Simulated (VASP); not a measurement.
Input of a VASP 6.6.1 run:

File INCAR:

```
ALGO = Normal
EDIFF = 1E-6
EDIFFG = -0.04
ENCUT = 600
GGA = PE
IBRION = 2
ISIF = 3
ISMEAR = 0
ISPIN = 2
LASPH = True
LCHARG = False
LMAXMIX = 4
LORBIT = 11
LREAL = False
LWAVE = False
MAGMOM = 4 0
NELM = 150
NSW = 90
PREC = Accurate
SIGMA = 0.1
```

Contents of KPOINTS:

```
k-points
0
Gamma
  6 6 6
```

The input POSCAR:

```
MnO
1.0
    2.6798617200      0.0000000000      0.0000000000
   -1.3399308600      2.3208283300      0.0000000000
    0.0000000000      0.0000000000      2.8942506600
Mn O
1 1
Direct
    0.0000000000      0.0000000000      0.0000000000
    0.3333333300      0.6666666700      0.5000000000
```

Potentials or basis: VASP PAW PBE potentials, release 64 (Mn_pv, O).

Run with:

```console
$ cat potpaw_PBE.64/Mn_pv/POTCAR potpaw_PBE.64/O/POTCAR > POTCAR
$ mpirun -np 1 vasp_std > vasp.out
```

Q: Estimate the net moment.

A: 4.84 μB per cell.

Q: Predict the space group after relaxing (to 0.05 Å).

A: P-6m2 (No. 187).

Q: Predict the site moments.

A: Mn +4.34; O +0.21 μB.

Step by step:
| step | energy change (eV) | largest force (eV/Å) | pressure (GPa) | volume (Å³) |
| --- | --- | --- | --- | --- |
| 1 | 0.0000 | 0.0000 | 6.45 | 18.00 |
| 2 | -0.0986 | 0.0000 | 0.01 | 18.93 |
| 3 | -0.1034 | 0.0000 | 0.87 | 19.17 |
| 4 | -0.1107 | 0.0000 | 4.75 | 19.65 |
| 5 | -0.1024 | 0.0000 | 9.07 | 20.56 |
| 6 | -0.1172 | 0.0000 | 7.48 | 19.91 |
| 7 | -0.1185 | 0.0000 | 8.52 | 20.24 |
| 8 | -0.1661 | 0.0000 | -4.87 | 23.30 |
| 9 | -0.1859 | 0.0000 | 0.08 | 22.40 |
| 10 | -0.1860 | 0.0000 | 1.73 | 22.13 |
| 11 | -0.1863 | 0.0000 | 1.15 | 22.25 |
| 12 | -0.2037 | 0.0000 | -1.11 | 22.44 |
| 13 | -0.2054 | 0.0000 | -0.56 | 22.40 |
| 14 | -0.2055 | 0.0000 | 0.30 | 22.25 |

Caveat: the k points lie up to 0.40 Å⁻¹ apart in the final cell; the volume moved by over 15 % at a fixed basis, so the end points are rough; a cell with one magnetic atom can't hold antiferromagnetic order, which such compounds often take.
